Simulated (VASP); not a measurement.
# BP (F-43m) in VASP: further runs

BP is run at these levels: PBE; tasks: electric field gradients.

Everything below comes from runs of VASP 6.6.1. Logs are shortened: lines on timing, memory, paths and dates and some standing lists are left out, and cuts for length are marked.

## 1. The cell of the first run

Symmetry: F-43m, No. 216, cubic system. The conventional cell has a = 4.538 Å, b = 4.538 Å, c = 4.538 Å, α = 90.00°, β = 90.00°, γ = 90.00°. Within 2.6 Å of B (site symmetry -43m) lie 4 P at 1.97 Å. Within 2.6 Å of P (site symmetry -43m) lie 4 B at 1.97 Å.

## 2. Electric field gradients, PBE

Input file INCAR:

```
SYSTEM = BP
PREC = Accurate
ENCUT = 520
EDIFF = 1E-8
ISMEAR = -1
SIGMA = 0.05
LREAL = .False.
LASPH = .True.
NELM = 80
ALGO = Normal
ISIF = 2
LWAVE = .False.
LCHARG = .False.
GGA = PE
LEFG = .True.
NBANDS = 11
```

Input file KPOINTS:

```
Automatic mesh
0
Gamma
  15 15 15
  0 0 0
```

Input file POSCAR:

```
BP
1.0
    0.0000000000      2.2690000000      2.2690000000
    2.2690000000      0.0000000000      2.2690000000
    2.2690000000      2.2690000000      0.0000000000
B P
1 1
Direct
    0.0000000000      0.0000000000      0.0000000000
    0.7500000000      0.7500000000      0.7500000000
```

Potentials or basis: VASP PAW PBE potentials, release 64 (B, P).

On the command line:

```console
cat potpaw_PBE.64/B/POTCAR potpaw_PBE.64/P/POTCAR > POTCAR
mpirun -np 1 vasp_std > vasp.out
```

OUTCAR:

```text
SYSTEM = BP
   PREC = Accurate
   ENCUT = 520
   EDIFF = 1E-8
   ISMEAR = -1
   LREAL = .False.
   LASPH = .True.
   NELM = 80
   ISIF = 2
   GGA = PE

 ion  position               nearest neighbor table
   1  0.000  0.000  0.000-   2 1.97   2 1.97   2 1.97   2 1.97
   2  0.750  0.750  0.750-   1 1.97   1 1.97   1 1.97   1 1.97

  LATTYP: Found a face centered cubic cell.
 ALAT       =     4.5380000000

  Lattice vectors:

 A1 = (   0.0000000000,   2.2690000000,   2.2690000000)
 A2 = (   2.2690000000,   0.0000000000,   2.2690000000)
 A3 = (   2.2690000000,   2.2690000000,   0.0000000000)

Analysis of symmetry for initial positions (statically):
=====================================================================
 Subroutine PRICEL returns:
 Original cell was already a primitive cell.

 Routine SETGRP: Setting up the symmetry group for a
 face centered cubic supercell.

 Subroutine GETGRP returns: Found 24 space group operations
 (whereof 24 operations were pure point group operations)
 out of a pool of 48 trial point group operations.

The static configuration has the point symmetry T_d .

Analysis of symmetry for dynamics (positions and initial velocities):
=====================================================================
 Subroutine PRICEL returns:
 Original cell was already a primitive cell.

 Routine SETGRP: Setting up the symmetry group for a
 face centered cubic supercell.

 Subroutine GETGRP returns: Found 24 space group operations
 (whereof 24 operations were pure point group operations)
 out of a pool of 48 trial point group operations.

The dynamic configuration has the point symmetry T_d .

 Subroutine INISYM returns: Found 24 space group operations
 (whereof 24 operations are pure point group operations),
 and found     1 'primitive' translations

----------------------------------------------------------------------------------------

                                     Primitive cell

  volume of cell :      23.3633

  direct lattice vectors                    reciprocal lattice vectors
     0.000000000  2.269000000  2.269000000    -0.220361393  0.220361393  0.220361393
     2.269000000  0.000000000  2.269000000     0.220361393 -0.220361393  0.220361393
     2.269000000  2.269000000  0.000000000     0.220361393  0.220361393 -0.220361393

  length of vectors
     3.208850573  3.208850573  3.208850573     0.381677128  0.381677128  0.381677128

  position of ions in fractional coordinates (direct lattice)
     0.000000000  0.000000000  0.000000000
     0.750000000  0.750000000  0.750000000

  ion indices of the primitive-cell ions
   primitive index   ion index
                 1           1
                 2           2

----------------------------------------------------------------------------------------

 KPOINTS: Automatic mesh

Automatic generation of k-mesh.
 Grid dimensions read from file:
 generate k-points for:   15   15   15

 Generating k-lattice:

  Cartesian coordinates                     Fractional coordinates (reciprocal lattice)
    -0.014690760  0.014690760  0.014690760     0.066666667  0.000000000  0.000000000
     0.014690760 -0.014690760  0.014690760     0.000000000  0.066666667  0.000000000
     0.014690760  0.014690760 -0.014690760     0.000000000  0.000000000  0.066666667

  Length of vectors
     0.025445142  0.025445142  0.025445142

  Shift w.r.t. Gamma in fractional coordinates (k-lattice)
     0.000000000  0.000000000  0.000000000

 Subroutine IBZKPT returns following result:
 ===========================================

 Found    120 irreducible k-points:

 Following reciprocal coordinates:
            Coordinates               Weight
  0.000000  0.000000  0.000000      1.000000
  0.066667  0.000000  0.000000      8.000000
  0.133333  0.000000  0.000000      8.000000
  0.200000  0.000000  0.000000      8.000000
  0.266667  0.000000  0.000000      8.000000
  0.333333  0.000000  0.000000      8.000000
[... 16 lines left out ...]
  0.133333  0.133333  0.000000      6.000000
  0.200000  0.133333  0.000000     24.000000
 [... further k-points ...]
   k-points           NKPTS =    120   k-points in BZ     NKDIM =    120   number of bands    NBANDS=     11
   number of dos      NEDOS =    301   number of ions     NIONS =      2
   total plane-waves  NPLWV =  13824
   dimension x,y,z NGX =    24 NGY =   24 NGZ =   24
   dimension x,y,z NGXF=    48 NGYF=   48 NGZF=   48
   ions per type =               1   1
   NGX,Y,Z   is equivalent  to a cutoff of  12.43, 12.43, 12.43 a.u.
   NGXF,Y,Z  is equivalent  to a cutoff of  24.87, 24.87, 24.87 a.u.
 SYSTEM =  BP
   PREC   = accura    normal or accurate (medium, high low for compatibility)
   ISTART =      0    job   : 0-new  1-cont  2-samecut
   ICHARG =      2    charge: 1-file 2-atom 10-const
   ISPIN  =      1    spin polarized calculation?
   LNONCOLLINEAR =      F non collinear calculations
   LSORBIT =      F    spin-orbit coupling
   LASPH  =      T    aspherical Exc in radial PAW
   ENCUT  =  520.0 eV  38.22 Ry    6.18 a.u.   5.97  5.97  5.97*2*pi/ulx,y,z
   NELM   =     80;   NELMIN=  2; NELMDL= -5     # of ELM steps
   EDIFF  = 0.1E-07   stopping-criterion for ELM
   LREAL  =      F    real-space projection
   EDIFFG = 0.1E-06   stopping-criterion for IOM
   NSW    =      0    number of steps for IOM
   IBRION =     -1    ionic relax: 0-MD 1-quasi-New 2-CG
   NFREE  =      0    steps in history (QN), initial steepest desc. (CG)
   ISIF   =      2    stress and relaxation
   ISYM   =      2    0-nonsym 1-usesym 2-fastsym
   POTIM  = 0.5000    time-step for ionic-motion
   TEBEG  =    0.0;   TEEND  =   0.0 temperature during run
   PSTRESS=    0.0 pullay stress
   NELECT =       8.0000    total number of electrons
   NUPDOWN=      -1.0000    fix difference up-down
   EMIN   =  10.00;   EMAX   =-10.00  energy-range for DOS
   EFERMI =   0.00;   METHOD = LEGACY
   ISMEAR =    -1;   SIGMA  =   0.05  broadening in eV -4-tet -1-fermi 0-gaus
   EFERMI_NEDOS =   21; number of points for ismear=-14 and -15
   IALGO  =     38    algorithm
   IMIX   =      4    mixing-type and parameters
     AMIX     =   0.40;   BMIX     =  1.00
     AMIX_MAG =   1.60;   BMIX_MAG =  1.00
  volume/ion in A,a.u.               =      11.68        78.83
  Fermi-wavevector in a.u.,A,eV,Ry     =   1.145320  2.164342 17.847562  1.311759
  Thomas-Fermi vector in A             =   2.282009
   LORBIT       =      0    0 simple, 1 ext, 2 COOP (PROOUT), +10 PAW based schemes
   GGA     = PE    functional components
   LHFCALC =     F    Hartree Fock is set to
   AEXX    =    0.0000 exact exchange contribution
   IVDW    =     0    specifies the selected vdW correction
   LEPSILON=     F    determine dielectric tensor
   LRPA    =     F    only Hartree local field effects (RPA)
 non-spin polarized calculation
  energy-cutoff  :      520.00
  volume of cell :       23.36
 maximum number of plane-waves:       639
   NGX = 11   NGY = 11   NGZ = 11

 number of electron       8.0000000 magnetization

 Free energy of the ion-electron system (eV)
  ---------------------------------------------------
  ext. energy  EPLUGINS =         0.00000000
  ---------------------------------------------------
  free energy    TOTEN  =       -12.93079279 eV

  energy without entropy =      -12.93079276  energy(sigma->0) =      -12.93079278

 E-fermi :   8.0391     XC(G=0): -10.9073

 val. band max:        7.4326472205   @ k =   0.0000   0.0000   0.0000
 cond. band min:       8.6720235235   @ k =   0.4000   0.4000   0.0000
 fundamental gap:      1.2393763030
 Fermi energy:         8.0391038483

 k-point     1 :       0.0000    0.0000    0.0000
  band No.  band energies     occupation
      1      -8.0277      2.00000
      2       7.4326      1.99999
      3       7.4326      1.99999
      4       7.4326      1.99999
      5      10.8334      0.00000
      6      10.8334      0.00000
      7      10.8334      0.00000
      8      14.8069      0.00000
      9      18.9456      0.00000
     10      19.5614      0.00000
     11      19.5614      0.00000

 k-point     2 :       0.0667    0.0000    0.0000
  band No.  band energies     occupation
      1      -7.9475      2.00000
      2       6.7809      2.00000
      3       7.2905      2.00000
      4       7.2905      2.00000
      5      11.0297      0.00000
      6      11.0297      0.00000
      7      11.0931      0.00000
      8      15.0446      0.00000
      9      19.1930      0.00000
     10      19.1930      0.00000
     11      19.2117      0.00000
[... 295 lines left out ...]
 k-point    24 :       0.2000    0.1333    0.0000
  band No.  band energies     occupation
      1      -7.3109      2.00000
      2       4.8139      2.00000
      3       5.7219      2.00000
      4       6.0588      2.00000
      5      10.1477      0.00000
      6      13.0846      0.00000
      7      13.2381      0.00000
      8      14.5318      0.00000
      9      18.1770      0.00000
     10      20.0524      0.00000
     11      20.9974      0.00000

 [... further k-points ...]
[... 5 lines left out ...]
  --------------------------------------------------------------------------------------
  -------------------------------------------------------------------------------------
  Total        0.1307658      0.1307658      0.1307658     -0.0000000      0.0000000      0.0000000
  in kB        8.9674974      8.9674974      8.9674974     -0.0000000      0.0000000      0.0000000
  external PRESSURE =       8.9674974 kB  Pullay stress =       0.0000000 kB

 VOLUME and BASIS-vectors are now :
 -----------------------------------------------------------------------------
  energy-cutoff  :      520.00
  volume of cell :       23.36
      direct lattice vectors                 reciprocal lattice vectors
     0.000000000  2.269000000  2.269000000    -0.220361393  0.220361393  0.220361393
     2.269000000  0.000000000  2.269000000     0.220361393 -0.220361393  0.220361393
     2.269000000  2.269000000  0.000000000     0.220361393  0.220361393 -0.220361393

 POSITION                                       TOTAL-FORCE (eV/Angst)
 -----------------------------------------------------------------------------------
      0.00000      0.00000      0.00000         0.000000      0.000000     -0.000000
      3.40350      3.40350      3.40350        -0.000000     -0.000000      0.000000
 -----------------------------------------------------------------------------------
    total drift:                               -0.000000     -0.000000     -0.000000

  FREE ENERGIE OF THE ION-ELECTRON SYSTEM (eV)
  ---------------------------------------------------
  free  energy   TOTEN  =       -12.9307927883 eV

  energy  without entropy=      -12.9307927643  energy(sigma->0) =      -12.93079278

 Electric field gradients (V/A^2)
---------------------------------------------------------------------
 ion       V_xx      V_yy      V_zz      V_xy      V_xz      V_yz
---------------------------------------------------------------------
   1       0.000    -0.000    -0.000     0.000     0.000     0.000
   2       0.000     0.000     0.000    -0.000    -0.000    -0.000
---------------------------------------------------------------------

 Electric field gradients after diagonalization (V/A^2)
 (convention: |V_zz| > |V_xx| > |V_yy|)
----------------------------------------------------------------------
 ion       V_xx      V_yy      V_zz     asymmetry (V_yy - V_xx)/ V_zz
----------------------------------------------------------------------
   1      -0.000    -0.000     0.000       0.000
   2       0.000     0.000    -0.000       0.000
----------------------------------------------------------------------

           NMR quadrupolar parameters

 Cq : quadrupolar parameter    Cq=e*Q*V_zz/h
 eta: asymmetry parameters     (V_yy - V_xx)/ V_zz
 Q  : nuclear electric quadrupole moment in mb (millibarn)
----------------------------------------------------------------------
 ion       Cq(MHz)       eta       Q (mb)
----------------------------------------------------------------------
   1       0.000       0.000       1.000
   2      -0.000       0.000       1.000
----------------------------------------------------------------------
```

It took 31 s on 1 thread of AMD EPYC 9R45 (Zen 5), shared host; peak memory 0.12 GiB.

What came out:

* Free energy: -12.9308 eV
* Pressure: 0.9 GPa
* Band gap on the k mesh: 1.24 eV, indirect (least direct gap 3.40 eV)

Caveat: without QUAD_EFG the Cq values of the log hold for a quadrupole moment of 1 mb, not for the nuclei.

## 3. Electric field gradients, PBE

Input file INCAR:

```
PREC     = Accurate       # precision mode
ENCUT    = 520            # plane-wave cutoff, eV
EDIFF    = 1E-8           # SCF threshold, eV
ISMEAR   = -1             # smearing method
SIGMA    = 0.05           # smearing width, eV
LREAL    = F              # projectors in reciprocal space
LASPH    = T              # aspherical terms in the spheres
NELM     = 80             # most SCF steps
ALGO     = Normal         # electronic algorithm
ISIF     = 2              # what is computed and relaxed
LWAVE    = F              # write WAVECAR
LCHARG   = F              # write CHGCAR
GGA      = PE             # functional
LEFG     = T            
NBANDS   = 11             # bands
```

Input file KPOINTS:

```
Automatic mesh
0
Gamma
  15 15 15
```

POSCAR is that of step 2.

Potentials or basis: VASP PAW PBE potentials, release 64 (B, P).

On the command line:

```console
cat potpaw_PBE.64/B/POTCAR potpaw_PBE.64/P/POTCAR > POTCAR
mpirun -np 1 vasp_std > vasp.out
```

OUTCAR:

```text
PREC = Accurate
   ENCUT = 520
   EDIFF = 1E-8
   ISMEAR = -1
   LREAL = F
   LASPH = T
   NELM = 80
   ISIF = 2
   GGA = PE

 ion  position               nearest neighbor table
   1  0.000  0.000  0.000-   2 1.97   2 1.97   2 1.97   2 1.97
   2  0.750  0.750  0.750-   1 1.97   1 1.97   1 1.97   1 1.97

  LATTYP: Found a face centered cubic cell.
 ALAT       =     4.5380000000

  Lattice vectors:

 A1 = (   0.0000000000,   2.2690000000,   2.2690000000)
 A2 = (   2.2690000000,   0.0000000000,   2.2690000000)
 A3 = (   2.2690000000,   2.2690000000,   0.0000000000)

Analysis of symmetry for initial positions (statically):
=====================================================================
 Subroutine PRICEL returns:
 Original cell was already a primitive cell.

 Routine SETGRP: Setting up the symmetry group for a
 face centered cubic supercell.

 Subroutine GETGRP returns: Found 24 space group operations
 (whereof 24 operations were pure point group operations)
 out of a pool of 48 trial point group operations.

The static configuration has the point symmetry T_d .

Analysis of symmetry for dynamics (positions and initial velocities):
=====================================================================
 Subroutine PRICEL returns:
 Original cell was already a primitive cell.

 Routine SETGRP: Setting up the symmetry group for a
 face centered cubic supercell.

 Subroutine GETGRP returns: Found 24 space group operations
 (whereof 24 operations were pure point group operations)
 out of a pool of 48 trial point group operations.

The dynamic configuration has the point symmetry T_d .

[... 160 lines left out ...]
      7      10.8334      0.00000
      8      14.8069      0.00000
      9      18.9456      0.00000
     10      19.5614      0.00000
     11      19.5614      0.00000
[... 309 lines left out ...]
 k-point    24 :       0.2000    0.1333    0.0000
  band No.  band energies     occupation
      1      -7.3109      2.00000
      2       4.8139      2.00000
      3       5.7219      2.00000
      4       6.0588      2.00000
      5      10.1477      0.00000
      6      13.0846      0.00000
      7      13.2381      0.00000
      8      14.5318      0.00000
      9      18.1770      0.00000
     10      20.0524      0.00000
     11      20.9974      0.00000

 [... further k-points ...]
[... 5 lines left out ...]
  --------------------------------------------------------------------------------------
  -------------------------------------------------------------------------------------
  Total        0.1307658      0.1307658      0.1307658     -0.0000000      0.0000000      0.0000000
  in kB        8.9674974      8.9674974      8.9674974     -0.0000000      0.0000000      0.0000000
  external PRESSURE =       8.9674974 kB  Pullay stress =       0.0000000 kB

 VOLUME and BASIS-vectors are now :
 -----------------------------------------------------------------------------
  energy-cutoff  :      520.00
  volume of cell :       23.36
      direct lattice vectors                 reciprocal lattice vectors
     0.000000000  2.269000000  2.269000000    -0.220361393  0.220361393  0.220361393
     2.269000000  0.000000000  2.269000000     0.220361393 -0.220361393  0.220361393
     2.269000000  2.269000000  0.000000000     0.220361393  0.220361393 -0.220361393

 POSITION                                       TOTAL-FORCE (eV/Angst)
 -----------------------------------------------------------------------------------
      0.00000      0.00000      0.00000         0.000000      0.000000     -0.000000
      3.40350      3.40350      3.40350        -0.000000     -0.000000      0.000000
 -----------------------------------------------------------------------------------
    total drift:                               -0.000000     -0.000000     -0.000000

  FREE ENERGIE OF THE ION-ELECTRON SYSTEM (eV)
  ---------------------------------------------------
  free  energy   TOTEN  =       -12.9307927883 eV

  energy  without entropy=      -12.9307927643  energy(sigma->0) =      -12.93079278

 Electric field gradients (V/A^2)
---------------------------------------------------------------------
 ion       V_xx      V_yy      V_zz      V_xy      V_xz      V_yz
---------------------------------------------------------------------
   1       0.000    -0.000    -0.000     0.000     0.000     0.000
   2       0.000     0.000     0.000    -0.000    -0.000    -0.000
---------------------------------------------------------------------

 Electric field gradients after diagonalization (V/A^2)
 (convention: |V_zz| > |V_xx| > |V_yy|)
----------------------------------------------------------------------
 ion       V_xx      V_yy      V_zz     asymmetry (V_yy - V_xx)/ V_zz
----------------------------------------------------------------------
   1      -0.000    -0.000     0.000       0.000
   2       0.000     0.000    -0.000       0.000
----------------------------------------------------------------------

           NMR quadrupolar parameters

 Cq : quadrupolar parameter    Cq=e*Q*V_zz/h
 eta: asymmetry parameters     (V_yy - V_xx)/ V_zz
 Q  : nuclear electric quadrupole moment in mb (millibarn)
----------------------------------------------------------------------
 ion       Cq(MHz)       eta       Q (mb)
----------------------------------------------------------------------
   1       0.000       0.000       1.000
   2      -0.000       0.000       1.000
----------------------------------------------------------------------
```

Run time: 28 s. Hardware: 1 thread of AMD EPYC 9R45 (Zen 5), shared host; peak memory 0.12 GiB.

What came out:

```yaml
Free_energy: -12.9308 eV
Pressure: 0.9 GPa
Band_gap_on_the_k_mesh: 1.24 eV, indirect (least direct gap 3.40 eV)
```

Levels at points of the mesh, in eV from the valence-band top:
| k point | band 2 | band 3 | band 4 | band 5 | band 6 | band 7 |
| --- | --- | --- | --- | --- | --- | --- |
| (0.00, 0.00, 0.00) | 0.00 | 0.00 | 0.00 | 3.40 | 3.40 | 3.40 |

Caveat: without QUAD_EFG the Cq values of the log hold for a quadrupole moment of 1 mb, not for the nuclei. A k mesh can miss the band edges.

(Part 1 of 2 ends here.)
